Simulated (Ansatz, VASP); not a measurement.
One calculation of HfSiO4, two programs

File INCAR:

```
SYSTEM = HfSiO4
PREC = Accurate
ENCUT = 600
EDIFF = 1E-7
ISMEAR = 0
SIGMA = 0.1
LREAL = .False.
LASPH = .True.
NELM = 60
ALGO = Normal
ISIF = 3
LWAVE = .False.
LCHARG = .False.
GGA = PE
IBRION = 2
NSW = 90
EDIFFG = -0.04
```

KPOINTS

```
Automatic mesh
0
Gamma
  6 6 6
  0 0 0
```

File POSCAR:

```
HfSiO4
1.0
    5.2090259252      0.0000000000      0.0000000000
   -2.6045129626      4.5111487802      0.0000000000
    0.0000000000      0.0000000000      2.7528517258
Hf Si O
1 1 4
Direct
    0.0000000000      0.0000000000      0.0000000000
    0.3333333333      0.6666666667      0.0000000000
    0.6666666667      0.3333333333      0.0000000000
    0.0453803169      0.5226901585      0.5000000000
    0.4773098415      0.5226901585      0.5000000000
    0.4773098415      0.9546196831      0.5000000000
```

Input for Ansatz:

```yaml
crystal:
  lattice:
    - [5.2090259252, 0.0, 0.0]
    - [-2.6045129626, 4.5111487802, 0.0]
    - [0.0, 0.0, 2.7528517258]
  atoms:
    - { symbol: Hf, position: [0.0, 0.0, 0.0] }
    - { symbol: Si, position: [0.3333333333, 0.6666666667, 0.0] }
    - { symbol: O, position: [0.6666666667, 0.3333333333, 0.0] }
    - { symbol: O, position: [0.0453803169, 0.5226901585, 0.5] }
    - { symbol: O, position: [0.4773098415, 0.5226901585, 0.5] }
    - { symbol: O, position: [0.4773098415, 0.9546196831, 0.5] }
basis:
  ecutwfc: 420
kpoints:
  mp_grid: { grid: [6, 6, 6] }
hamiltonian:
  xc: pbe
scf:
  occupations: { method: gaussian, width: 0.1 }
  lower_state_search: "off"
output:
  forces: true
  stress: true
  eigenvalues: true
relax:
  adjacent_minimum: "off"
  f_tol: 0.04
  max_steps: 70
  cell: { stress_tol: 0.4 }
```

Change from the starting cell: species swapped into the CeCuPt4 type (P-6m2, No. 187).

Alike in both runs: task relaxation of cell and atoms; functional PBE; k mesh 6 × 6 × 6; occupations gaussian, width 0.1 eV; no spin polarisation.

|  | VASP | Ansatz |
| --- | --- | --- |
| version | VASP 6.6.1 | Ansatz 0.2.0 |
| potentials or method | VASP PAW PBE potentials, release 64 (Hf_pv, Si, O), cutoff 600 eV | scalar-relativistic, plane waves, PAW |
| valence electrons in the cell | 38 | 54 |

```tsv
	VASP	Ansatz	Ansatz less VASP
gap on the k mesh at the Fermi level, each at its own relaxed structure (eV)	none	none	-
relaxed volume (Å³/atom)	11.20	11.25	+0.045
relaxed length of the cell vector where the two differ most in proportion (Å)	5.436	5.447	+0.0109
```

A gap of «none» marks a metal or a gap that the smearing closes. VASP's potentials hold 38 valence electrons a cell and Ansatz's 54, so a difference there can come from the potentials and not from the codes.

The k mesh is coarse, so the values compare programs but aren't converged. Spin-orbit coupling is off throughout.
